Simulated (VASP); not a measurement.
Si (a cell with a defect), 17 atoms in the cell. The cell holds a defect, 17 atoms: a = 7.679 Å, b = 7.679 Å, c = 7.679 Å, α = 60.00°, β = 60.00°, γ = 60.00°. 

* Program: VASP 6.6.1
* Task: single point
* Functional: PBE
* Potentials or basis: VASP PAW PBE potentials, release 64 (Si)
* Cutoff: 520 eV
* k mesh: 2 × 2 × 2
* Occupations: fermi-dirac, width 0.05 eV
* Spin: no spin polarisation
* Dipole correction: no
* Further INCAR settings: LREAL = Auto; ALGO = Normal; EDIFF = 1e-07; NBANDS = 48

Potentials or basis: VASP PAW PBE potentials, release 64 (Si).

Command:

```console
$ cat potpaw_PBE.64/Si/POTCAR > POTCAR
$ mpirun -np 1 vasp_std > vasp.out
```

Hardware: 1 thread of Intel(R) Xeon(R) Platinum 8488C (Sapphire Rapids), with other jobs on the host.

Problem. How long does it take, and how much memory?

Solution. Wall time 8.7 min on 1 thread of Intel(R) Xeon(R) Platinum 8488C (Sapphire Rapids), on a shared host, peak memory 0.46 GiB. Counts: scf iterations 14, k points 8.
